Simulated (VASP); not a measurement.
Write the native input for VASP 6.6.1 that does the following.

* Task: single point
* Functional: r2SCAN
* Potentials or basis: VASP PAW PBE potentials, release 64 (Sr_sv)
* Cutoff: 520 eV
* k mesh: 12 × 12 × 12
* Occupations: gaussian, width 0.1 eV
* Spin: no spin polarisation
* Dipole correction: no
* Further INCAR settings: ALGO = Normal; EDIFF = 1e-07; NBANDS = 11

The system is Sr.

```
Sr
1.0
     0.00000    3.04987    3.04987
     3.04987    0.00000    3.04987
     3.04987    3.04987    0.00000
Sr
1
Cartesian
  0.0000 0.0000 0.0000
```

These files were run (other wordings do the same):

POSCAR

```
Sr
1.0
    0.0000000000      3.0498744056      3.0498744056
    3.0498744056      0.0000000000      3.0498744056
    3.0498744056      3.0498744056      0.0000000000
Sr
1
Direct
    0.0000000000      0.0000000000      0.0000000000
```

INCAR.step1

```
SYSTEM = Sr
PREC = Accurate ; ENCUT = 520
ISMEAR = 0 ; SIGMA = 0.1
LREAL = .FALSE. ; LASPH = .TRUE.
NELM = 80 ; NBANDS = 11
GGA = PE ; ALGO = Normal
EDIFF = 1E-4 ; LWAVE = .TRUE.
LCHARG = .FALSE.
```

INCAR.step2

```
SYSTEM = Sr
PREC = Accurate ; ENCUT = 520
EDIFF = 1E-7 ; ISMEAR = 0
SIGMA = 0.1 ; LREAL = .FALSE.
LASPH = .TRUE. ; NELM = 80
ALGO = Normal ; ISIF = 2
LWAVE = .FALSE. ; LCHARG = .FALSE.
METAGGA = R2SCAN ; LMIXTAU = .TRUE.
NBANDS = 11 ; ISTART = 1
```

KPOINTS

```
Automatic mesh
0
G
  12 12 12
  0 0 0
```

Potentials or basis: VASP PAW PBE potentials, release 64 (Sr_sv).

Command:

```console
$ cat potpaw_PBE.64/Sr_sv/POTCAR > POTCAR
$ cp INCAR.step1 INCAR
$ mpirun -np 1 vasp_std > vasp.out
$ cp INCAR.step2 INCAR
$ mpirun -np 1 vasp_std > vasp.out
```

It gave:

The pressure is 0.0 GPa. The band gap on the k mesh is zero (bands 5 and 6 overlap by 0.19 eV).

Caveat: the PAW data sets were made with another functional, which shifts forces and pressure a little.

It took 59 s on 1 thread of Intel(R) Xeon(R) 6975P-C (Granite Rapids), on a shared host, peak memory 0.2 GiB.
